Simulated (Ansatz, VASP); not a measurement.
## Two plane-wave programs on GaN

The input INCAR:

```
SYSTEM = GaN
ALGO     = Normal         ! electronic algorithm
EDIFF    = 1E-6           ! SCF threshold, eV
ENCUT    = 520            ! plane-wave cutoff, eV
GGA      = PE             ! functional
ISIF     = 2              ! what is computed and relaxed
ISMEAR   = -1             ! smearing method
LASPH    = .True.         ! aspherical terms in the spheres
LCHARG   = .False.        ! write CHGCAR
LREAL    = .False.        ! projectors in reciprocal space
LWAVE    = .False.        ! write WAVECAR
NBANDS   = 16             ! bands
NELM     = 100            ! most SCF steps
PREC     = Accurate       ! precision mode
SIGMA    = 0.02           ! smearing width, eV
```

File KPOINTS:

```
k-points
0
Gamma
  10 10 10
  0 0 0
```

The input POSCAR:

```
GaN
1.0
    0.0433454747      2.2473189650      2.2473189650
    2.2473189650      0.0433454747      2.2473189650
    2.2473189650      2.2473189650      0.0433454747
Ga N
1 1
Direct
    0.0015142730      0.0015142730      0.0015142730
    0.2484857270      0.2484857270      0.2484857270
```

Input for Ansatz:

```yaml
crystal:
  lattice:
    - [0.0433454747, 2.247318965, 2.247318965]
    - [2.247318965, 0.0433454747, 2.247318965]
    - [2.247318965, 2.247318965, 0.0433454747]
  atoms:
    - { symbol: Ga, position: [0.001514273, 0.001514273, 0.001514273] }
    - { symbol: "N", position: [0.248485727, 0.248485727, 0.248485727] }
kpoints:
  mp_grid: { grid: [10, 10, 10] }
  band_path:
    path:
      - [0.0, 0.0, 0.0]
      - [-0.5, -0.5, 0.0]
      - [-0.375, -0.375, 0.25]
      - [-0.375, 0.0, 0.375]
      - [0.0, 0.0, 0.5]
      - [-0.5, -0.25, 0.25]
    npoints: 1
hamiltonian:
  xc: pbe
scf:
  occupations: { method: fermi_dirac, width: 0.02 }
  n_extra_bands: 4
output:
  forces: true
  stress: true
  eigenvalues: true
```

Change from the starting cell: epitaxial_111 strain -2.0%.

Alike in both runs: task single point; functional PBE; k mesh 10 × 10 × 10; occupations fermi-dirac, width 0.02 eV; no spin polarisation.

```csv
,VASP,Ansatz
version,VASP 6.6.1,Ansatz 0.2.0
potentials or method,"VASP PAW PBE potentials, release 64 (Ga_d, N)","plane waves, PAW"
plane-wave cutoff (eV),520,420
valence electrons in the cell,18,18
```

```csv
,VASP,Ansatz,Ansatz less VASP
gap on the k mesh at the Fermi level (eV),1.87,1.86,-0.010
pressure (GPa),12.9,12.9,-0.01
"traceless stress, the component that is largest in VASP (GPa)",-3.17,-3.16,+0.011
rms of the force components (eV/Å),0.012,0.014,+0.0018
```

Atom by atom the forces differ by 0.002 eV/Å (rms over components). The functional is the same, so the differences come from potentials, cutoffs and numerics.
